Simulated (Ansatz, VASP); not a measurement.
**Li2ZrN3: VASP beside Ansatz**

Contents of INCAR:

```
PREC = Accurate
ENCUT = 520
EDIFF = 1E-7
ISMEAR = 0
SIGMA = 0.1
LREAL = False
LASPH = True
NELM = 60
ALGO = Normal
ISIF = 2
LWAVE = False
LCHARG = False
GGA = PE
NBANDS = 26
```

Contents of KPOINTS:

```
regular mesh
0
Gamma
  4 4 4
```

Contents of POSCAR:

```
Li2ZrN3
1.0
    4.0780805200      0.0000000000      0.0000000000
    0.0000000000      4.0780805200      0.0000000000
    0.0000000000      0.0000000000      5.1732266900
Li Zr N
2 1 3
Direct
    0.0000000000      0.5000000000      0.5000000000
    0.5000000000      0.0000000000      0.5000000000
    0.0000000000      0.0000000000      0.0000000000
    0.5000000000      0.5000000000      0.3203190500
    0.5000000000      0.5000000000      0.6796809500
    0.0000000000      0.0000000000      0.5000000000
```

Input for Ansatz:

```yaml
crystal:
  lattice:
    - [4.07808052, 0.0, 0.0]
    - [0.0, 4.07808052, 0.0]
    - [0.0, 0.0, 5.17322669]
  atoms:
    - { symbol: Li, position: [0.0, 0.5, 0.5] }
    - { symbol: Li, position: [0.5, 0.0, 0.5] }
    - { symbol: Zr, position: [0.0, 0.0, 0.0] }
    - { symbol: "N", position: [0.5, 0.5, 0.32031905] }
    - { symbol: "N", position: [0.5, 0.5, 0.67968095] }
    - { symbol: "N", position: [0.0, 0.0, 0.5] }
basis:
  ecutwfc: 420
kpoints:
  mp_grid: { grid: [4, 4, 4] }
hamiltonian:
  xc: pbe
scf:
  occupations: { method: gaussian, width: 0.1 }
  lower_state_search: "off"
output:
  forces: true
  stress: true
  eigenvalues: true
```

Alike in both runs: task single point; functional PBE; k mesh 4 × 4 × 4; occupations gaussian, width 0.1 eV; no spin polarisation.

|  | VASP | Ansatz |
| --- | --- | --- |
| version | VASP 6.6.1 | Ansatz 0.2.0 |
| potentials or method | VASP PAW PBE potentials, release 64 (Li_sv, Zr_sv, N), cutoff 520 eV | scalar-relativistic, plane waves, PAW |
| valence electrons in the cell | 33 | 33 |

|  | VASP | Ansatz | Ansatz less VASP |
| --- | --- | --- | --- |
| gap on the k mesh at the Fermi level (eV) | none | none | - |
| rms of the force components (eV/Å) | 0.675 | 0.682 | +0.0068 |

Atom by atom the forces differ by 0.007 eV/Å (rms over components). A gap of «none» marks a metal or a gap that the smearing closes.

The k mesh is coarse, so the values compare programs but aren't converged. Noted on VASP's run: the cutoff is under 1.25 times that of the potentials, so the pressure is a little rough.
